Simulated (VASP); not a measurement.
# Be (Im-3m) in VASP: single point with PBE

Aim: the single point of Be with PBE.

Everything below comes from runs of VASP 6.6.1. Logs are shortened: lines on timing, memory, paths and dates and some standing lists are left out, and cuts for length are marked.

## 1. The cell of the first run

The structure is cubic, space group Im-3m (No. 229). Conventional cell: a = 2.501 Å, b = 2.501 Å, c = 2.501 Å, α = 90.00°, β = 90.00°, γ = 90.00°. Be (site symmetry m-3m) has 14 Be at 2.17 to 2.50 Å within 2.9 Å.

## 2. Single point, PBE

The input, INCAR:

```
SYSTEM = Be
PREC     = Accurate       ! precision mode
ENCUT    = 520            ! plane-wave cutoff, eV
EDIFF    = 1E-6           ! SCF threshold, eV
ISMEAR   = -1             ! smearing method
SIGMA    = 0.13605693000000002 ! smearing width, eV
LREAL    = .FALSE.        ! projectors in reciprocal space
LASPH    = .TRUE.         ! aspherical terms in the spheres
NELM     = 100            ! most SCF steps
ALGO     = Normal         ! electronic algorithm
ISIF     = 2              ! what is computed and relaxed
LWAVE    = .FALSE.        ! write WAVECAR
LCHARG   = .FALSE.        ! write CHGCAR
GGA      = PE             ! functional
NBANDS   = 7              ! bands
```

The input, KPOINTS:

```
Automatic mesh
0
G
  18 18 18
  0 0 0
```

The input, POSCAR:

```
Be
1.0
   -1.2504531690      1.2504531690      1.2504531690
    1.2504531690     -1.2504531690      1.2504531690
    1.2504531690      1.2504531690     -1.2504531690
Be
1
Direct
    0.0000000000      0.0000000000      0.0000000000
```

Potentials or basis: VASP PAW PBE potentials, release 64 (Be).

The run is started by

```console
$ cat potpaw_PBE.64/Be/POTCAR > POTCAR
$ mpirun -np 1 vasp_std > vasp.out
```

OUTCAR:

```text
SYSTEM = Be
   PREC = Accurate
   ENCUT = 520
   EDIFF = 1E-6
   ISMEAR = -1
   LREAL = .FALSE.
   LASPH = .TRUE.
   NELM = 100
   ISIF = 2
   GGA = PE

 ion  position               nearest neighbor table
   1  0.000  0.000  0.000-

  LATTYP: Found a body centered cubic cell.
 ALAT       =     2.5009063380

  Lattice vectors:

 A1 = (  -1.2504531690,   1.2504531690,   1.2504531690)
 A2 = (   1.2504531690,  -1.2504531690,   1.2504531690)
 A3 = (   1.2504531690,   1.2504531690,  -1.2504531690)

Analysis of symmetry for initial positions (statically):
=====================================================================
 Subroutine PRICEL returns:
 Original cell was already a primitive cell.

 Routine SETGRP: Setting up the symmetry group for a
 body centered cubic supercell.

 Subroutine GETGRP returns: Found 48 space group operations
 (whereof 48 operations were pure point group operations)
 out of a pool of 48 trial point group operations.

The static configuration has the point symmetry O_h .

Analysis of symmetry for dynamics (positions and initial velocities):
=====================================================================
 Subroutine PRICEL returns:
 Original cell was already a primitive cell.

 Routine SETGRP: Setting up the symmetry group for a
 body centered cubic supercell.

 Subroutine GETGRP returns: Found 48 space group operations
 (whereof 48 operations were pure point group operations)
 out of a pool of 48 trial point group operations.

The dynamic configuration has the point symmetry O_h .

 Subroutine INISYM returns: Found 48 space group operations
 (whereof 48 operations are pure point group operations),
 and found     1 'primitive' translations

----------------------------------------------------------------------------------------

                                     Primitive cell

  volume of cell :       7.8210

  direct lattice vectors                    reciprocal lattice vectors
    -1.250453169  1.250453169  1.250453169     0.000000000  0.399855038  0.399855038
     1.250453169 -1.250453169  1.250453169     0.399855038  0.000000000  0.399855038
     1.250453169  1.250453169 -1.250453169     0.399855038  0.399855038  0.000000000

  length of vectors
[... 70 lines left out ...]
 SYSTEM =  Be
   PREC   = accura    normal or accurate (medium, high low for compatibility)
   ISTART =      0    job   : 0-new  1-cont  2-samecut
   ICHARG =      2    charge: 1-file 2-atom 10-const
   ISPIN  =      1    spin polarized calculation?
   LNONCOLLINEAR =      F non collinear calculations
   LSORBIT =      F    spin-orbit coupling
   LASPH  =      T    aspherical Exc in radial PAW
   ENCUT  =  520.0 eV  38.22 Ry    6.18 a.u.   4.03  4.03  4.03*2*pi/ulx,y,z
   NELM   =    100;   NELMIN=  2; NELMDL= -5     # of ELM steps
   EDIFF  = 0.1E-05   stopping-criterion for ELM
   LREAL  =      F    real-space projection
[... 7 lines left out ...]
   TEBEG  =    0.0;   TEEND  =   0.0 temperature during run
   PSTRESS=    0.0 pullay stress
   NELECT =       2.0000    total number of electrons
   NUPDOWN=      -1.0000    fix difference up-down
   EMIN   =  10.00;   EMAX   =-10.00  energy-range for DOS
   EFERMI =   0.00;   METHOD = LEGACY
   ISMEAR =    -1;   SIGMA  =   0.14  broadening in eV -4-tet -1-fermi 0-gaus
   EFERMI_NEDOS =   21; number of points for ismear=-14 and -15
   IALGO  =     38    algorithm
   IMIX   =      4    mixing-type and parameters
     AMIX     =   0.40;   BMIX     =  1.00
     AMIX_MAG =   1.60;   BMIX_MAG =  1.00
  volume/ion in A,a.u.               =       7.82        52.78
  Fermi-wavevector in a.u.,A,eV,Ry     =   1.039116  1.963645 14.691057  1.079762
  Thomas-Fermi vector in A             =   2.173632
   LORBIT       =      0    0 simple, 1 ext, 2 COOP (PROOUT), +10 PAW based schemes
   GGA     = PE    functional components
   LHFCALC =     F    Hartree Fock is set to
   AEXX    =    0.0000 exact exchange contribution
   IVDW    =     0    specifies the selected vdW correction
   LEPSILON=     F    determine dielectric tensor
   LRPA    =     F    only Hartree local field effects (RPA)
 non-spin polarized calculation
  energy-cutoff  :      520.00
  volume of cell :        7.82
 maximum number of plane-waves:       236
   NGX =  7   NGY =  7   NGZ =  7

 number of electron       2.0000000 magnetization

 Free energy of the ion-electron system (eV)
  ---------------------------------------------------
  ext. energy  EPLUGINS =         0.00000000
  ---------------------------------------------------
  free energy    TOTEN  =        -3.67072086 eV

  energy without entropy =       -3.66185859  energy(sigma->0) =       -3.66628972

 E-fermi :   7.9627     XC(G=0): -10.6479

 val. band max:        7.9228423400   @ k =   0.2778   0.2778   0.1111
 cond. band min:       8.0056461001   @ k =  -0.3889  -0.3889   0.0556
 fundamental gap:      0.0828037601
 Fermi energy:         7.9626640841

 k-point     1 :       0.0000    0.0000    0.0000
  band No.  band energies     occupation
      1      -4.2975      2.00000
      2      27.4196      0.00000
      3      27.4196      0.00000
      4      27.4196      0.00000
      5      38.8021      0.00000
      6      38.8021      0.00000
      7      38.8021      0.00000
[... 221 lines left out ...]
 k-point    24 :       0.3889    0.1111    0.0000
  band No.  band energies     occupation
      1       2.5148      2.00000
      2       9.3267      0.00009
      3      18.7298      0.00000
      4      21.8769      0.00000
      5      31.9586      0.00000
      6      34.8492      0.00000
      7      43.6444      0.00000

 [... further k-points ...]

------------------------ aborting loop because EDIFF is reached ----------------------------------------

  FORCE on cell =-STRESS in cart. coord.  units (eV):
  Direction    XX          YY          ZZ          XY          YZ          ZX
  --------------------------------------------------------------------------------------
  -------------------------------------------------------------------------------------
  Total        0.0111752      0.0111752      0.0111752     -0.0000000     -0.0000000      0.0000000
  in kB        2.2893142      2.2893142      2.2893142     -0.0000000     -0.0000000      0.0000000
  external PRESSURE =       2.2893142 kB  Pullay stress =       0.0000000 kB

 VOLUME and BASIS-vectors are now :
 -----------------------------------------------------------------------------
  energy-cutoff  :      520.00
  volume of cell :        7.82
      direct lattice vectors                 reciprocal lattice vectors
    -1.250453169  1.250453169  1.250453169     0.000000000  0.399855038  0.399855038
     1.250453169 -1.250453169  1.250453169     0.399855038  0.000000000  0.399855038
     1.250453169  1.250453169 -1.250453169     0.399855038  0.399855038  0.000000000

 POSITION                                       TOTAL-FORCE (eV/Angst)
 -----------------------------------------------------------------------------------
      0.00000      0.00000      0.00000         0.000000      0.000000      0.000000
 -----------------------------------------------------------------------------------
    total drift:                               -0.000000     -0.000000      0.000000

  FREE ENERGIE OF THE ION-ELECTRON SYSTEM (eV)
  ---------------------------------------------------
  free  energy   TOTEN  =        -3.6707208560 eV

  energy  without entropy=       -3.6618585850  energy(sigma->0) =       -3.66628972
```

stdout:

```text
POSCAR found type information on POSCAR Be
 POSCAR found :  1 types and       1 ions
 scaLAPACK will be used
 LDA part: xc-table for (Slater+PW92), standard interpolation
 POSCAR, INCAR and KPOINTS ok, starting setup
 FFT: planning ... GRIDC
 FFT: planning ... GRID_SOFT
 FFT: planning ... GRID
 WAVECAR not read
 entering main loop
```

Wall time 12 s (1 thread of AMD EPYC 7R13, shared host); peak memory 0.08 GiB.

What came out:

```
Free energy            : -3.6707 eV
Pressure               : 0.2 GPa
Band gap on the k mesh : zero (band 1 reaches 11.96 eV, above the bottom of band 2 at 6.61 eV)
```

Levels at points of the mesh, in eV from the Fermi level:
| k point | band 1 | band 2 | band 3 | band 4 | band 5 | band 6 |
| --- | --- | --- | --- | --- | --- | --- |
| (0.00, 0.00, 0.00) | -12.26 | 19.46 | 19.46 | 19.46 | 30.84 | 30.84 |
| (0.50, 0.00, 0.00) | -5.23 | 0.41 | 12.32 | 15.53 | 20.47 | 26.35 |
| (0.50, 0.50, 0.50) | 4.00 | 4.00 | 4.00 | 9.85 | 9.85 | 18.48 |
